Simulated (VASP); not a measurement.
# W (I4/mmm) in VASP: a series of runs

Runs on W. Level: PBEsol. Tasks: single point.

Program: VASP 6.6.1. These are calculated values, not measurements. Logs are shortened: lines on timing, memory, paths and dates and some standing lists are left out, and cuts for length are marked.

## (1) The cell of the first run

Symmetry: I4/mmm, No. 139, tetragonal system. The conventional cell has a = 3.123 Å, b = 3.123 Å, c = 3.173 Å, α = 90.00°, β = 90.00°, γ = 90.00°. W (site symmetry 4/mmm) has 14 W at 2.72 to 3.17 Å within 3.6 Å.

## (2) Single point, PBEsol (biaxial strain in the a-b plane: -1.0 %)

The input, INCAR:

```
ALGO = Fast ; EDIFF = 1E-6
ENCUT = 520 ; GGA = PS
ISIF = 2 ; ISMEAR = 0
LASPH = True ; LCHARG = False
LREAL = False ; LWAVE = False
NBANDS = 21 ; NELM = 80
PREC = Accurate ; SIGMA = 0.1
```

The input, KPOINTS:

```
k-points
0
Gamma
  16 16 16
```

The input, POSCAR:

```
W
1.0
    3.1227846955      0.0000000000      0.0000000000
    0.0000000000      3.1227846955      0.0000000000
    0.0000000000      0.0000000000      3.1732539431
W
2
Direct
    0.0000000000      0.0000000000      0.0000000000
    0.5000000000      0.5000000000      0.5000000000
```

Potentials or basis: VASP PAW PBE potentials, release 64 (W_sv).

On the command line:

```console
cat potpaw_PBE.64/W_sv/POTCAR > POTCAR
mpirun -np 1 vasp_std > vasp.out
```

OUTCAR:

```text
EDIFF = 1E-6
   ENCUT = 520
   GGA = PS
   ISIF = 2
   ISMEAR = 0
   LASPH = True
   LREAL = False
   NELM = 80
   PREC = Accurate

 ion  position               nearest neighbor table
   1  0.000  0.000  0.000-   2 2.72   2 2.72   2 2.72   2 2.72   2 2.72   2 2.72   2 2.72   2 2.72

   2  0.500  0.500  0.500-   1 2.72   1 2.72   1 2.72   1 2.72   1 2.72   1 2.72   1 2.72   1 2.72

  LATTYP: Found a simple tetragonal cell.
 ALAT       =     3.1227846955
 C/A-ratio  =     1.0161616162

  Lattice vectors:

 A1 = (   3.1227846955,   0.0000000000,   0.0000000000)
 A2 = (   0.0000000000,   3.1227846955,   0.0000000000)
 A3 = (   0.0000000000,   0.0000000000,   3.1732539431)

Analysis of symmetry for initial positions (statically):
=====================================================================
 Subroutine PRICEL returns following result:

  LATTYP: Found a body centered tetragonal cell.
 ALAT       =     3.1227846955
 C/A-ratio  =     1.0161616162

  Lattice vectors:

 A1 = (  -1.5613923478,  -1.5613923478,  -1.5866269715)
 A2 = (   1.5613923478,   1.5613923478,  -1.5866269715)
 A3 = (   1.5613923478,  -1.5613923478,   1.5866269715)

   2 primitive cells build up your supercell.

 Routine SETGRP: Setting up the symmetry group for a
 simple tetragonal supercell.

 Subroutine GETGRP returns: Found 16 space group operations
 (whereof 16 operations were pure point group operations)
 out of a pool of 16 trial point group operations.

The static configuration has the point symmetry D_4h.

Analysis of symmetry for dynamics (positions and initial velocities):
=====================================================================
 Subroutine PRICEL returns following result:

  LATTYP: Found a body centered tetragonal cell.
 ALAT       =     3.1227846955
 C/A-ratio  =     1.0161616162

  Lattice vectors:

 A1 = (  -1.5613923478,  -1.5613923478,  -1.5866269715)
 A2 = (   1.5613923478,   1.5613923478,  -1.5866269715)
 A3 = (   1.5613923478,  -1.5613923478,   1.5866269715)

   2 primitive cells build up your supercell.

 Routine SETGRP: Setting up the symmetry group for a
 simple tetragonal supercell.

 Subroutine GETGRP returns: Found 16 space group operations
 (whereof 16 operations were pure point group operations)
 out of a pool of 16 trial point group operations.

The dynamic configuration has the point symmetry D_4h.

 Subroutine INISYM returns: Found 16 space group operations
 (whereof 16 operations are pure point group operations),
 and found     2 'primitive' translations

----------------------------------------------------------------------------------------

                                     Primitive cell

  volume of cell :      15.4724

  direct lattice vectors                    reciprocal lattice vectors
    -1.561392348 -1.561392348 -1.586626972     0.000000000 -0.320227008 -0.315133934
     1.561392348  1.561392348 -1.586626972     0.320227008  0.000000000 -0.315133934
     1.561392348 -1.561392348  1.586626972     0.320227008 -0.320227008  0.000000000

  length of vectors
     2.719058159  2.719058159  2.719058159     0.449282465  0.449282465  0.452869378

  position of ions in fractional coordinates (direct lattice)
     0.000000000  0.000000000  0.000000000

  ion indices of the primitive-cell ions
   primitive index   ion index
                 1           1

----------------------------------------------------------------------------------------

 KPOINTS: k-points

Automatic generation of k-mesh.
 Grid dimensions read from file:
 generate k-points for:   16   16   16

 Generating k-lattice:

  Cartesian coordinates                     Fractional coordinates (reciprocal lattice)
     0.020014188  0.000000000  0.000000000     0.062500000  0.000000000  0.000000000
     0.000000000  0.020014188  0.000000000     0.000000000  0.062500000  0.000000000
     0.000000000  0.000000000  0.019695871     0.000000000  0.000000000  0.062500000

  Length of vectors
     0.020014188  0.020014188  0.019695871

  Shift w.r.t. Gamma in fractional coordinates (k-lattice)
     0.000000000  0.000000000  0.000000000

 Subroutine IBZKPT returns following result:
 ===========================================

 Found    405 irreducible k-points:

 Following reciprocal coordinates:
            Coordinates               Weight
  0.000000  0.000000  0.000000      1.000000
  0.062500  0.000000  0.000000      4.000000
  0.125000  0.000000  0.000000      4.000000
  0.187500  0.000000  0.000000      4.000000
  0.250000  0.000000  0.000000      4.000000
  0.312500  0.000000  0.000000      4.000000
[... 16 lines left out ...]
  0.437500  0.125000  0.000000      8.000000
  0.500000  0.125000  0.000000      4.000000
 [... further k-points ...]
   k-points           NKPTS =    405   k-points in BZ     NKDIM =    405   number of bands    NBANDS=     21
   number of dos      NEDOS =    301   number of ions     NIONS =      2
   total plane-waves  NPLWV =  13824
   dimension x,y,z NGX =    24 NGY =   24 NGZ =   24
   dimension x,y,z NGXF=    48 NGYF=   48 NGZF=   48
   ions per type =               2
   NGX,Y,Z   is equivalent  to a cutoff of  12.78, 12.78, 12.57 a.u.
   NGXF,Y,Z  is equivalent  to a cutoff of  25.55, 25.55, 25.15 a.u.
 SYSTEM =  unknown system
   PREC   = accura    normal or accurate (medium, high low for compatibility)
   ISTART =      0    job   : 0-new  1-cont  2-samecut
   ICHARG =      2    charge: 1-file 2-atom 10-const
   ISPIN  =      1    spin polarized calculation?
   LNONCOLLINEAR =      F non collinear calculations
   LSORBIT =      F    spin-orbit coupling
   LASPH  =      T    aspherical Exc in radial PAW
   ENCUT  =  520.0 eV  38.22 Ry    6.18 a.u.   5.81  5.81  5.90*2*pi/ulx,y,z
   NELM   =     80;   NELMIN=  2; NELMDL= -5     # of ELM steps
   EDIFF  = 0.1E-05   stopping-criterion for ELM
   LREAL  =      F    real-space projection
   EDIFFG = 0.1E-04   stopping-criterion for IOM
   NSW    =      0    number of steps for IOM
   IBRION =     -1    ionic relax: 0-MD 1-quasi-New 2-CG
   NFREE  =      0    steps in history (QN), initial steepest desc. (CG)
   ISIF   =      2    stress and relaxation
   ISYM   =      2    0-nonsym 1-usesym 2-fastsym
   POTIM  = 0.5000    time-step for ionic-motion
   TEBEG  =    0.0;   TEEND  =   0.0 temperature during run
   PSTRESS=    0.0 pullay stress
   NELECT =      28.0000    total number of electrons
   NUPDOWN=      -1.0000    fix difference up-down
   EMIN   =  10.00;   EMAX   =-10.00  energy-range for DOS
   EFERMI =   0.00;   METHOD = LEGACY
   ISMEAR =     0;   SIGMA  =   0.10  broadening in eV -4-tet -1-fermi 0-gaus
   EFERMI_NEDOS =   21; number of points for ismear=-14 and -15
   IALGO  =     68    algorithm
   IMIX   =      4    mixing-type and parameters
     AMIX     =   0.40;   BMIX     =  1.00
     AMIX_MAG =   1.60;   BMIX_MAG =  1.00
  volume/ion in A,a.u.               =      15.47       104.41
  Fermi-wavevector in a.u.,A,eV,Ry     =   1.583426  2.992242 34.113058  2.507239
  Thomas-Fermi vector in A             =   2.683199
   LORBIT       =      0    0 simple, 1 ext, 2 COOP (PROOUT), +10 PAW based schemes
   GGA     = PS    functional components
   LHFCALC =     F    Hartree Fock is set to
   AEXX    =    0.0000 exact exchange contribution
   IVDW    =     0    specifies the selected vdW correction
   LEPSILON=     F    determine dielectric tensor
   LRPA    =     F    only Hartree local field effects (RPA)
 non-spin polarized calculation
 RMM-DIIS sequential band-by-band and
 Gauss-broadening in eV      SIGMA  =   0.10
  energy-cutoff  :      520.00
  volume of cell :       30.94
 maximum number of plane-waves:       860
 NGX is ok and might be reduce to    24
   NGX = 11   NGY = 11   NGZ = 11

 number of electron      28.0000004 magnetization

 Free energy of the ion-electron system (eV)
  ---------------------------------------------------
  ext. energy  EPLUGINS =         0.00000000
  ---------------------------------------------------
  free energy    TOTEN  =       -27.59538886 eV

  energy without entropy =      -27.58891198  energy(sigma->0) =      -27.59215042

 E-fermi :  11.6625     XC(G=0): -13.8987

 val. band max:       11.6601407237   @ k =   0.1250   0.0000   0.3750
 cond. band min:      11.6639397075   @ k =   0.1875   0.1250   0.0625
 fundamental gap:      0.0037989837
 Fermi energy:        11.6625259664

 k-point     1 :       0.0000    0.0000    0.0000
  band No.  band energies     occupation
      1     -62.4876      2.00000
      2     -62.2267      2.00000
      3     -27.0173      2.00000
      4     -26.9682      2.00000
      5     -26.9682      2.00000
      6     -26.0112      2.00000
[... 13 lines left out ...]
     20      19.7910      0.00000
     21      20.2259      0.00000

 k-point     2 :       0.0625    0.0000    0.0000
  band No.  band energies     occupation
      1     -62.4847      2.00000
      2     -62.2288      2.00000
      3     -27.0074      2.00000
      4     -26.9694      2.00000
      5     -26.9586      2.00000
      6     -26.0268      2.00000
[... 13 lines left out ...]
     20      19.8831      0.00000
     21      20.4316      0.00000

 k-point     3 :       0.1250    0.0000    0.0000
  band No.  band energies     occupation
      1     -62.4762      2.00000
      2     -62.2351      2.00000
      3     -26.9781      2.00000
      4     -26.9718      2.00000
      5     -26.9304      2.00000
      6     -26.0868      2.00000
[... 13 lines left out ...]
     20      19.0357      0.00000
     21      21.7412      0.00000
[... 457 lines left out ...]
 k-point    23 :       0.4375    0.1250    0.0000
  band No.  band energies     occupation
      1     -62.3694      2.00000
      2     -62.3223      2.00000
      3     -27.0016      2.00000
      4     -26.8365      2.00000
      5     -26.5937      2.00000
      6     -26.4348      2.00000
[... 13 lines left out ...]
     20      15.7372      0.00000
     21      25.9103      0.00000

 k-point    24 :       0.5000    0.1250    0.0000
  band No.  band energies     occupation
      1     -62.3454      2.00000
      2     -62.3454      2.00000
      3     -26.9306      2.00000
      4     -26.9306      2.00000
      5     -26.5023      2.00000
      6     -26.5023      2.00000
[... 13 lines left out ...]
     20      15.4677      0.00000
     21      25.6723      0.00000

 [... further k-points ...]
[... 5 lines left out ...]
  --------------------------------------------------------------------------------------
  -------------------------------------------------------------------------------------
  Total        1.3671086      1.3671086      0.4289559      0.0000000      0.0000000      0.0000000
  in kB       70.7822999     70.7822999     22.2092729      0.0000000      0.0000000      0.0000000
  external PRESSURE =      54.5912909 kB  Pullay stress =       0.0000000 kB

 VOLUME and BASIS-vectors are now :
 -----------------------------------------------------------------------------
  energy-cutoff  :      520.00
  volume of cell :       30.94
      direct lattice vectors                 reciprocal lattice vectors
     3.122784696  0.000000000  0.000000000     0.320227008  0.000000000  0.000000000
     0.000000000  3.122784696  0.000000000     0.000000000  0.320227008  0.000000000
     0.000000000  0.000000000  3.173253943     0.000000000  0.000000000  0.315133934

 POSITION                                       TOTAL-FORCE (eV/Angst)
 -----------------------------------------------------------------------------------
      0.00000      0.00000      0.00000         0.000000     -0.000000     -0.000000
      1.56139      1.56139      1.58663        -0.000000      0.000000      0.000000
 -----------------------------------------------------------------------------------
    total drift:                                0.000000      0.000000     -0.000000

  FREE ENERGIE OF THE ION-ELECTRON SYSTEM (eV)
  ---------------------------------------------------
  free  energy   TOTEN  =       -27.5953888583 eV

  energy  without entropy=      -27.5889119832  energy(sigma->0) =      -27.59215042
```

Wall time 1.7 min (1 thread of Intel Xeon Platinum 8375C at 2.90GHz (Ice Lake), shared host); peak memory 0.3 GiB.

What came out:

```yaml
Free_energy: -27.5954 eV
Pressure: 5.5 GPa
Band_gap_on_the_k_mesh: zero (band 14 reaches 12.50 eV, above the bottom of band 15 at 11.08 eV)
```

Stress tensor (GPa, compression positive):
```
7.08 0.00 0.00
0.00 7.08 0.00
0.00 0.00 2.22
```

Caveat: the cell differs from its parent crystal (biaxial strain in the a-b plane: -1.0 %); the PAW data sets were made with another functional, which shifts forces and pressure a little; spin-orbit coupling is left out, which moves the levels of the heavy elements.

## (3) Single point, PBEsol (biaxial strain in the a-b plane: -1.0 %, then relaxed in part)

The input, INCAR:

```
  ALGO = Fast
  EDIFF = 1E-7
  ENCUT = 520
  GGA = PS
  ISIF = 2
  ISMEAR = 0
  LASPH = T
  LCHARG = F
  LREAL = F
  LWAVE = F
  NBANDS = 21
  NELM = 100
  PREC = Accurate
  SIGMA = 0.1
```

KPOINTS is that of step 2.

Changes to POSCAR since step 2:

```diff
@@ -4,3 +4,3 @@
     0.0000000000      3.1227846955      0.0000000000
-    0.0000000000      0.0000000000      3.1732539431
+    0.0000000000      0.0000000000      3.1816558681
 W
```

Potentials or basis: VASP PAW PBE potentials, release 64 (W_sv).

On the command line:

```console
cat potpaw_PBE.64/W_sv/POTCAR > POTCAR
mpirun -np 1 vasp_std > vasp.out
```

Run time: 1.9 min. Hardware: 1 thread of Intel Xeon Platinum 8375C at 2.90GHz (Ice Lake), shared host; peak memory 0.31 GiB.

The run converged. Its results:

* Free energy: -27.5962 eV
* Pressure: 4.5 GPa
* Band gap on the k mesh: zero (band 14 reaches 12.46 eV, above the bottom of band 15 at 11.04 eV)

Stress tensor (GPa, compression positive):
```
6.39 0.00 0.00
0.00 6.39 0.00
0.00 0.00 0.73
```

Levels at points of the mesh, in eV from the Fermi level:
| k point | band 12 | band 13 | band 14 | band 15 | band 16 | band 17 |
| --- | --- | --- | --- | --- | --- | --- |
| (0.00, 0.00, 0.00) | -1.39 | -1.39 | -1.14 | 2.08 | 2.42 | 5.25 |
| (0.50, 0.00, 0.00) | -2.95 | -0.73 | -0.73 | -0.54 | -0.54 | 1.32 |
| (0.50, 0.50, 0.00) | -3.88 | 0.84 | 0.84 | 2.39 | 2.39 | 3.29 |
| (0.00, 0.00, 0.50) | -3.03 | -0.48 | -0.48 | -0.48 | -0.48 | 1.44 |
| (0.50, 0.00, 0.50) | -3.63 | 0.69 | 0.69 | 2.02 | 2.02 | 3.14 |
| (0.50, 0.50, 0.50) | -3.01 | -3.01 | -3.01 | 3.23 | 3.23 | 3.44 |

Caveat: the cell differs from its parent crystal (biaxial strain in the a-b plane: -1.0 %, then relaxed in part); the PAW data sets were made with another functional, which shifts forces and pressure a little; spin-orbit coupling is left out, which moves the levels of the heavy elements.

## (4) Single point, PBEsol (biaxial strain in the a-b plane: +1.0 %, then relaxed in part)

The input, INCAR:

```
PREC = Accurate ; ENCUT = 520
EDIFF = 1E-6 ; ISMEAR = 0
SIGMA = 0.1 ; LREAL = False
LASPH = True ; NELM = 80
ALGO = Fast ; ISIF = 2
LWAVE = False ; LCHARG = True
GGA = PS ; LELF = True
LVHAR = True ; NBANDS = 21
```

The input, KPOINTS:

```
Automatic mesh
0
Gamma
  16 16 16
```

The input, POSCAR:

```
W
1.0
    3.1858712550      0.0000000000      0.0000000000
    0.0000000000      3.1858712550      0.0000000000
    0.0000000000      0.0000000000      3.1276946230
W
2
Direct
    0.0000000000      0.0000000000      0.0000000000
    0.5000000000      0.5000000000      0.5000000000
```

On the command line:

```console
cat potpaw_PBE.64/W_sv/POTCAR > POTCAR
mpirun -np 1 vasp_std > vasp.out
```

It took 96 s on 1 thread of Intel Xeon Platinum 8375C at 2.90GHz (Ice Lake), shared host; peak memory 0.31 GiB.

It converged, with:

| Property | Result |
| --- | --- |
| Free energy | -27.5997 eV |
| Pressure | -3.0 GPa |
| Band gap on the k mesh | zero (band 14 reaches 12.00 eV, above the bottom of band 15 at 10.62 eV) |

Stress tensor (GPa, compression positive):
```
-4.77  0.00  0.00
 0.00 -4.77  0.00
 0.00  0.00  0.66
```

Levels at points of the mesh, in eV from the Fermi level:
```
           k point  band 11  band 12  band 13  band 14  band 15  band 16  band 17  band 18
(0.00, 0.00, 0.00)    -5.84    -1.42    -1.17    -1.17     2.03     2.37     5.11     5.11
(0.50, 0.00, 0.00)    -2.88    -2.88    -0.60    -0.60    -0.42    -0.42     1.38     1.38
(0.50, 0.50, 0.00)    -3.42    -3.42     0.57     0.57     1.88     1.88     2.97     2.97
(0.00, 0.00, 0.50)    -2.80    -2.80    -0.66    -0.66    -0.66    -0.66     1.25     1.25
(0.50, 0.00, 0.50)    -3.68    -3.68     0.71     0.71     2.18     2.18     3.17     3.17
(0.50, 0.50, 0.50)    -3.03    -3.03    -2.91    -2.91     3.15     3.15     3.32     3.32
```

Caveat: the cell differs from its parent crystal (biaxial strain in the a-b plane: +1.0 %, then relaxed in part); the PAW data sets were made with another functional, which shifts forces and pressure a little; spin-orbit coupling is left out, which moves the levels of the heavy elements.

## (5) Overview

```csv
cell,further INCAR settings,gap on the mesh (eV),pressure (GPa)
"a = 3.123, b = 3.123, c = 3.173 Å, 2 atoms",ALGO = Fast; EDIFF = 1e-06; NBANDS = 21,none,5.5
"a = 3.123, b = 3.123, c = 3.182 Å, 2 atoms",ALGO = Fast; EDIFF = 1e-07; NBANDS = 21,none,4.5
"a = 3.186, b = 3.186, c = 3.128 Å, 2 atoms",ALGO = Fast; EDIFF = 1e-06; NBANDS = 21,none,-3.0
```

Alike in all rows: task single point; level PBEsol; potentials or basis VASP PAW PBE potentials, release 64 (W_sv); no spin polarisation; k mesh 16 × 16 × 16; cutoff (eV) 520; smearing gaussian 0.1 eV.

Caveats: the PAW data sets were made with another functional, which shifts forces and pressure a little; spin-orbit coupling is left out, which moves the levels of the heavy elements.

Absolute energies hang on the potentials; compare differences alone.
